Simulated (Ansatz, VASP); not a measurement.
## GaAs: VASP beside Ansatz

The input INCAR:

```
PREC = Accurate ; ENCUT = 520
EDIFF = 1E-6 ; ISMEAR = -1
SIGMA = 0.01 ; LREAL = F
LASPH = T ; NELM = 150
ALGO = Normal ; ISIF = 2
LWAVE = F ; LCHARG = T
MAGMOM = 0 0 0 0 0 0 ; LORBIT = 11
LSORBIT = T ; GGA_COMPAT = F
LORBMOM = T ; GGA = PS
LVHAR = T ; NBANDS = 30
```

File KPOINTS:

```
regular mesh
0
Gamma
  8 8 8
```

Contents of POSCAR:

```
GaAs
1.0
    2.8291472884      2.8291472884      0.0000000000
   -2.8291472884      2.8291472884      0.0000000000
    0.0000000000      2.8291472884      2.8291472884
Ga As
1 1
Direct
    0.0000000000      0.0000000000      0.0000000000
    0.7500000000      0.2500000000      0.5000000000
```

Input for Ansatz:

```yaml
crystal:
  lattice:
    - [2.82914728839, 2.82914728839, 0.0]
    - [-2.82914728839, 2.82914728839, 0.0]
    - [0.0, 2.82914728839, 2.82914728839]
  atoms:
    - { symbol: Ga, position: [0.0, 0.0, 0.0] }
    - { symbol: As, position: [0.75, 0.25, 0.5] }
kpoints:
  mp_grid: { grid: [8, 8, 8] }
scf:
  occupations: { method: fermi_dirac, width: 0.01 }
  convergence: { dr2_threshold: 1.0e-10 }
hamiltonian:
  xc: pbesol
  pseudopotentials: { kind: all_electron, lapw: { basis_error: 0.0005 } }
magnetization:
  noncollinear: true
  spin_orbit: true
output:
  forces: true
  stress: true
  eigenstates:
    kpoints:
      - [0.0, 0.0, 0.0]
      - [0.5, 0.0, 0.0]
      - [0.0, 0.5, 0.5]
      - [0.0, -0.5, 0.0]
      - [0.5, 0.0, 0.5]
      - [-0.5, -0.5, -0.5]
      - [-0.5, 0.5, 0.0]
      - [0.0, 0.0, -0.5]
  eigenvalues: true
```

Change from the starting cell: unstrained.

Alike in both runs: task single point; functional PBEsol; k mesh 8 × 8 × 8; occupations fermi-dirac, width 0.01 eV; non-collinear spin, spin-orbit coupling.

|  | VASP | Ansatz |
| --- | --- | --- |
| version | VASP 6.6.1 | Ansatz 0.2.0 |
| potentials or method | VASP PAW PBE potentials, release 64 (Ga_d, As), cutoff 520 eV | all-electron LAPW |

|  | VASP | Ansatz | Ansatz less VASP |
| --- | --- | --- | --- |
| pressure (GPa) | 0.2 | 0.0 | -0.14 |

VASP's potentials were made for PBE, not for PBEsol. Ansatz ran all-electron here, and VASP with PAW potentials.
